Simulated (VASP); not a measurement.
A run of VASP 6.6.1:

Contents of INCAR:

```
SYSTEM = Ti
PREC = Accurate ; ENCUT = 600
EDIFF = 1E-6 ; ISMEAR = 0
SIGMA = 0.1 ; LREAL = .FALSE.
LASPH = .TRUE. ; NELM = 60
ALGO = Fast ; ISIF = 3
LWAVE = .FALSE. ; LCHARG = .FALSE.
GGA = CA ; IBRION = 2
NSW = 70 ; EDIFFG = -0.005
```

The input KPOINTS:

```
regular mesh
0
G
  18 18 10
  0 0 0
```

POSCAR

```
Ti
1.0
    2.9385821065      0.0000000000      0.0000000000
   -1.4692910532      2.5448867553      0.0000000000
    0.0000000000      0.0000000000      4.6504271810
Ti
2
Direct
    0.3333333333      0.6666666667      0.2500000000
    0.6666666667      0.3333333333      0.7500000000
```

Potentials or basis: VASP PAW LDA potentials, release 64 (Ti_sv).

Run with:

```sh
$ cat potpaw_LDA.64/Ti_sv/POTCAR > POTCAR
$ mpirun -np 1 vasp_std > vasp.out
```

Hardware: 1 thread of AMD EPYC 9R14 (Zen 4) (shared host).

Estimate the wall time of this run.

It took 30 min on 1 thread of AMD EPYC 9R14 (Zen 4) (shared host), peak memory 0.23 GiB. Counts: scf iterations 265, k points 222, ion steps 17.
